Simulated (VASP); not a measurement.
# Se (Im-3m) in VASP: further runs

The runs below take Se through single point, with LDA.

All numbers are computed with VASP 6.6.1; they aren't measurements. Logs are shortened: lines on timing, memory, paths and dates and some standing lists are left out, and cuts for length are marked.

## 1. The cell of the first run

The structure is cubic, space group Im-3m (No. 229). The conventional cell has a = 3.121 Å, b = 3.121 Å, c = 3.121 Å, α = 90.00°, β = 90.00°, γ = 90.00°. Se (site symmetry m-3m) has 14 Se at 2.70 to 3.12 Å within 3.6 Å.

This isn't the form of Se at room conditions, which is trigonal, of chains.

## 2. Single point, LDA (15.20 Å³/atom)

File INCAR:

```
SYSTEM = Se
PREC = Accurate
ENCUT = 520
EDIFF = 1E-6
ISMEAR = -1
SIGMA = 0.08
LREAL = .FALSE.
LASPH = .TRUE.
NELM = 60
ALGO = Normal
ISIF = 2
LWAVE = .FALSE.
LCHARG = .FALSE.
NBANDS = 9
```

File KPOINTS:

```
regular mesh
0
G
  15 15 15
  0 0 0
```

File POSCAR:

```
Se
1.0
   -1.5605368272      1.5605368272      1.5605368272
    1.5605368272     -1.5605368272      1.5605368272
    1.5605368272      1.5605368272     -1.5605368272
Se
1
Direct
    0.0000000000      0.0000000000      0.0000000000
```

Potentials or basis: VASP PAW LDA potentials, release 64 (Se).

Command:

```bash
cat potpaw_LDA.64/Se/POTCAR > POTCAR
mpirun -np 1 vasp_std > vasp.out
```

OUTCAR:

```text
SYSTEM = Se
   PREC = Accurate
   ENCUT = 520
   EDIFF = 1E-6
   ISMEAR = -1
   LREAL = .FALSE.
   LASPH = .TRUE.
   NELM = 60
   ISIF = 2

 ion  position               nearest neighbor table
   1  0.000  0.000  0.000-

  LATTYP: Found a body centered cubic cell.
 ALAT       =     3.1210736544

  Lattice vectors:

 A1 = (  -1.5605368272,   1.5605368272,   1.5605368272)
 A2 = (   1.5605368272,  -1.5605368272,   1.5605368272)
 A3 = (   1.5605368272,   1.5605368272,  -1.5605368272)

Analysis of symmetry for initial positions (statically):
=====================================================================
 Subroutine PRICEL returns:
 Original cell was already a primitive cell.

 Routine SETGRP: Setting up the symmetry group for a
 body centered cubic supercell.

 Subroutine GETGRP returns: Found 48 space group operations
 (whereof 48 operations were pure point group operations)
 out of a pool of 48 trial point group operations.

The static configuration has the point symmetry O_h .

Analysis of symmetry for dynamics (positions and initial velocities):
=====================================================================
 Subroutine PRICEL returns:
 Original cell was already a primitive cell.

 Routine SETGRP: Setting up the symmetry group for a
 body centered cubic supercell.

 Subroutine GETGRP returns: Found 48 space group operations
 (whereof 48 operations were pure point group operations)
 out of a pool of 48 trial point group operations.

The dynamic configuration has the point symmetry O_h .

 Subroutine INISYM returns: Found 48 space group operations
 (whereof 48 operations are pure point group operations),
 and found     1 'primitive' translations

----------------------------------------------------------------------------------------

                                     Primitive cell

  volume of cell :      15.2013

  direct lattice vectors                    reciprocal lattice vectors
    -1.560536827  1.560536827  1.560536827     0.000000000  0.320402564  0.320402564
     1.560536827 -1.560536827  1.560536827     0.320402564  0.000000000  0.320402564
     1.560536827  1.560536827 -1.560536827     0.320402564  0.320402564  0.000000000

  length of vectors
     2.702929072  2.702929072  2.702929072     0.453117651  0.453117651  0.453117651

  position of ions in fractional coordinates (direct lattice)
     0.000000000  0.000000000  0.000000000

  ion indices of the primitive-cell ions
   primitive index   ion index
                 1           1

----------------------------------------------------------------------------------------

 KPOINTS: regular mesh

Automatic generation of k-mesh.
 Grid dimensions read from file:
 generate k-points for:   15   15   15

 Generating k-lattice:

  Cartesian coordinates                     Fractional coordinates (reciprocal lattice)
     0.000000000  0.021360171  0.021360171     0.066666667  0.000000000  0.000000000
     0.021360171  0.000000000  0.021360171     0.000000000  0.066666667  0.000000000
     0.021360171  0.021360171  0.000000000     0.000000000  0.000000000  0.066666667

  Length of vectors
     0.030207843  0.030207843  0.030207843

  Shift w.r.t. Gamma in fractional coordinates (k-lattice)
     0.000000000  0.000000000  0.000000000

 Subroutine IBZKPT returns following result:
 ===========================================

 Found    120 irreducible k-points:

 Following reciprocal coordinates:
            Coordinates               Weight
  0.000000  0.000000  0.000000      1.000000
  0.066667  0.000000  0.000000     12.000000
  0.133333  0.000000  0.000000     12.000000
  0.200000  0.000000  0.000000     12.000000
  0.266667  0.000000  0.000000     12.000000
  0.333333  0.000000  0.000000     12.000000
[... 16 lines left out ...]
  0.333333  0.200000  0.000000     48.000000
  0.400000  0.200000  0.000000     24.000000
 [... further k-points ...]
   k-points           NKPTS =    120   k-points in BZ     NKDIM =    120   number of bands    NBANDS=      9
   number of dos      NEDOS =    301   number of ions     NIONS =      1
   total plane-waves  NPLWV =   8000
   dimension x,y,z NGX =    20 NGY =   20 NGZ =   20
   dimension x,y,z NGXF=    40 NGYF=   40 NGZF=   40
   ions per type =               1
   NGX,Y,Z   is equivalent  to a cutoff of  12.30, 12.30, 12.30 a.u.
   NGXF,Y,Z  is equivalent  to a cutoff of  24.60, 24.60, 24.60 a.u.
 SYSTEM =  Se
   PREC   = accura    normal or accurate (medium, high low for compatibility)
   ISTART =      0    job   : 0-new  1-cont  2-samecut
   ICHARG =      2    charge: 1-file 2-atom 10-const
   ISPIN  =      1    spin polarized calculation?
   LNONCOLLINEAR =      F non collinear calculations
   LSORBIT =      F    spin-orbit coupling
   LASPH  =      T    aspherical Exc in radial PAW
   ENCUT  =  520.0 eV  38.22 Ry    6.18 a.u.   5.03  5.03  5.03*2*pi/ulx,y,z
   NELM   =     60;   NELMIN=  2; NELMDL= -5     # of ELM steps
   EDIFF  = 0.1E-05   stopping-criterion for ELM
   LREAL  =      F    real-space projection
   EDIFFG = 0.1E-04   stopping-criterion for IOM
   NSW    =      0    number of steps for IOM
   IBRION =     -1    ionic relax: 0-MD 1-quasi-New 2-CG
   NFREE  =      0    steps in history (QN), initial steepest desc. (CG)
   ISIF   =      2    stress and relaxation
   ISYM   =      2    0-nonsym 1-usesym 2-fastsym
   POTIM  = 0.5000    time-step for ionic-motion
   TEBEG  =    0.0;   TEEND  =   0.0 temperature during run
   PSTRESS=    0.0 pullay stress
   NELECT =       6.0000    total number of electrons
   NUPDOWN=      -1.0000    fix difference up-down
   EMIN   =  10.00;   EMAX   =-10.00  energy-range for DOS
   EFERMI =   0.00;   METHOD = LEGACY
   ISMEAR =    -1;   SIGMA  =   0.08  broadening in eV -4-tet -1-fermi 0-gaus
   EFERMI_NEDOS =   21; number of points for ismear=-14 and -15
   IALGO  =     38    algorithm
   IMIX   =      4    mixing-type and parameters
     AMIX     =   0.40;   BMIX     =  1.00
     AMIX_MAG =   1.60;   BMIX_MAG =  1.00
  volume/ion in A,a.u.               =      15.20       102.58
  Fermi-wavevector in a.u.,A,eV,Ry     =   1.200875  2.269325 19.620980  1.442101
  Thomas-Fermi vector in A             =   2.336699
   LORBIT       =      0    0 simple, 1 ext, 2 COOP (PROOUT), +10 PAW based schemes
   GGA     = CA    functional components
   LHFCALC =     F    Hartree Fock is set to
   AEXX    =    0.0000 exact exchange contribution
   IVDW    =     0    specifies the selected vdW correction
   LEPSILON=     F    determine dielectric tensor
   LRPA    =     F    only Hartree local field effects (RPA)
 non-spin polarized calculation
  energy-cutoff  :      520.00
  volume of cell :       15.20
 maximum number of plane-waves:       420
   NGX =  9   NGY =  9   NGZ =  9

 number of electron       5.9999998 magnetization

 Free energy of the ion-electron system (eV)
  ---------------------------------------------------
  ext. energy  EPLUGINS =         0.00000000
  ---------------------------------------------------
  free energy    TOTEN  =        -3.39657547 eV

  energy without entropy =       -3.38044380  energy(sigma->0) =       -3.38850963

 E-fermi :   9.7570     XC(G=0): -12.0972

 val. band max:        9.7553380794   @ k =  -0.4000   0.4667   0.2000
 cond. band min:       9.7572970524   @ k =  -0.4667  -0.4667   0.2000
 fundamental gap:      0.0019589729
 Fermi energy:         9.7569622084

 k-point     1 :       0.0000    0.0000    0.0000
  band No.  band energies     occupation
      1      -9.4761      2.00000
      2      14.4497      0.00000
      3      14.4497      0.00000
      4      14.4497      0.00000
      5      22.9251      0.00000
      6      22.9251      0.00000
      7      22.9251      0.00000
      8      25.5238      0.00000
      9      26.3133      0.00000

 k-point     2 :       0.0667    0.0000    0.0000
  band No.  band energies     occupation
      1      -9.3483      2.00000
      2      13.6169      0.00000
      3      14.0982      0.00000
      4      14.3771      0.00000
      5      22.3547      0.00000
      6      22.5884      0.00000
      7      23.5163      0.00000
      8      25.1537      0.00000
      9      25.7278      0.00000

 k-point     3 :       0.1333    0.0000    0.0000
  band No.  band energies     occupation
      1      -8.9663      2.00000
      2      11.6266      0.00000
      3      13.2718      0.00000
      4      14.1692      0.00000
      5      21.2492      0.00000
      6      21.2894      0.00000
      7      25.0621      0.00000
      8      25.0699      0.00000
      9      25.1974      0.00000

 k-point     4 :       0.2000    0.0000    0.0000
  band No.  band energies     occupation
      1      -8.3352      2.00000
      2       9.1786      1.99855
      3      12.3182      0.00000
      4      13.8598      0.00000
      5      19.8897      0.00000
      6      20.1500      0.00000
      7      25.1177      0.00000
      8      25.6017      0.00000
      9      27.2131      0.00000

 k-point     5 :       0.2667    0.0000    0.0000
  band No.  band energies     occupation
      1      -7.4673      2.00000
      2       6.6525      2.00000
      3      11.4396      0.00000
      4      13.5062      0.00000
      5      18.7512      0.00000
      6      19.2170      0.00000
      7      25.4950      0.00000
      8      26.4168      0.00000
      9      29.7626      0.00000

 k-point     6 :       0.3333    0.0000    0.0000
  band No.  band energies     occupation
      1      -6.3917      2.00000
      2       4.2476      2.00000
      3      10.7321      0.00001
      4      13.1742      0.00000
      5      17.9075      0.00000
      6      18.4994      0.00000
      7      26.2812      0.00000
      8      27.4654      0.00000
      9      32.6041      0.00000
[... 169 lines left out ...]
 k-point    21 :       0.2000    0.2000    0.0000
  band No.  band energies     occupation
      1      -6.1499      2.00000
      2       5.1569      2.00000
      3       7.9986      2.00000
      4      11.9865      0.00000
      5      19.4688      0.00000
      6      21.2217      0.00000
      7      25.7794      0.00000
      8      27.0788      0.00000
      9      31.5183      0.00000

 k-point    22 :       0.2667    0.2000    0.0000
  band No.  band energies     occupation
      1      -5.0424      2.00000
      2       3.5460      2.00000
      3       6.7822      2.00000
      4      11.5690      0.00000
      5      19.3142      0.00000
      6      21.7042      0.00000
      7      25.9882      0.00000
      8      28.3366      0.00000
      9      31.6506      0.00000

 k-point    23 :       0.3333    0.2000    0.0000
  band No.  band energies     occupation
      1      -3.9483      2.00000
      2       2.0202      2.00000
      3       6.1450      2.00000
      4      11.3043      0.00000
      5      19.1283      0.00000
      6      22.3182      0.00000
      7      26.0661      0.00000
      8      27.9629      0.00000
      9      32.9999      0.00000

 k-point    24 :       0.4000    0.2000    0.0000
  band No.  band energies     occupation
      1      -3.3969      2.00000
      2       1.3035      2.00000
      3       5.9489      2.00000
      4      11.2135      0.00000
      5      19.0531      0.00000
      6      22.6119      0.00000
      7      26.4259      0.00000
      8      27.1142      0.00000
      9      34.8970      0.00000

 [... further k-points ...]

------------------------ aborting loop because EDIFF is reached ----------------------------------------

  FORCE on cell =-STRESS in cart. coord.  units (eV):
  Direction    XX          YY          ZZ          XY          YZ          ZX
  --------------------------------------------------------------------------------------
  -------------------------------------------------------------------------------------
  Total        3.1290482      3.1290482      3.1290482      0.0000000     -0.0000000      0.0000000
  in kB      329.7924971    329.7924971    329.7924971      0.0000000     -0.0000000      0.0000000
  external PRESSURE =     329.7924971 kB  Pullay stress =       0.0000000 kB

 VOLUME and BASIS-vectors are now :
 -----------------------------------------------------------------------------
  energy-cutoff  :      520.00
  volume of cell :       15.20
      direct lattice vectors                 reciprocal lattice vectors
    -1.560536827  1.560536827  1.560536827     0.000000000  0.320402564  0.320402564
     1.560536827 -1.560536827  1.560536827     0.320402564  0.000000000  0.320402564
     1.560536827  1.560536827 -1.560536827     0.320402564  0.320402564  0.000000000

 POSITION                                       TOTAL-FORCE (eV/Angst)
 -----------------------------------------------------------------------------------
      0.00000      0.00000      0.00000         0.000000      0.000000      0.000000
 -----------------------------------------------------------------------------------
    total drift:                                0.000000      0.000000     -0.000000

  FREE ENERGIE OF THE ION-ELECTRON SYSTEM (eV)
  ---------------------------------------------------
  free  energy   TOTEN  =        -3.3965754703 eV

  energy  without entropy=       -3.3804437973  energy(sigma->0) =       -3.38850963
```

Wall time 3.8 s (1 thread of Intel Xeon 6975P-C (Granite Rapids), shared host); peak memory 0.13 GiB.

Results:

| Item | Value |
| --- | --- |
| Free energy | -3.3966 eV |
| Pressure | 33.0 GPa |
| Band gap on the k mesh | zero (bands 3 and 4 overlap by 9.17 eV) |

Caveat: the cell stands under pressure.

(Part 1 of 2 ends here.)
